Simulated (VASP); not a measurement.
BeAs7O12 (a cell with a defect), 20 atoms in the cell. The cell holds a defect, 20 atoms: a = 7.830 Å, b = 7.830 Å, c = 7.830 Å, α = 60.00°, β = 60.00°, γ = 60.00°. 

| Quantity | Value |
| --- | --- |
| Program | VASP 6.6.1 |
| Task | single point |
| Functional | PBE |
| Potentials or basis | VASP PAW PBE potentials, release 64 (Be, As, O) |
| Cutoff | 520 eV |
| k mesh | 3 × 3 × 3 |
| Occupations | fermi-dirac, width 0.01 eV |
| Spin | no spin polarisation |
| Dipole correction | no |
| Charge | -1 |
| Further INCAR settings | LREAL = Auto; ALGO = Normal; EDIFF = 1e-07; NBANDS = 70; NELECT = 110.0 |

Potentials or basis: VASP PAW PBE potentials, release 64 (Be, As, O).

Command:

```console
$ cat potpaw_PBE.64/Be/POTCAR potpaw_PBE.64/As/POTCAR potpaw_PBE.64/O/POTCAR > POTCAR
$ mpirun -np 1 vasp_std > vasp.out
```

Hardware: 1 thread of AMD EPYC 7R13 Processor (Zen 3) (shared host).

Q: Estimate the wall time of this run.

A: Run time: 8.7 min on 1 thread of AMD EPYC 7R13 Processor (Zen 3) (shared host), peak memory 0.49 GiB. Counts: scf iterations 18, k points 6.
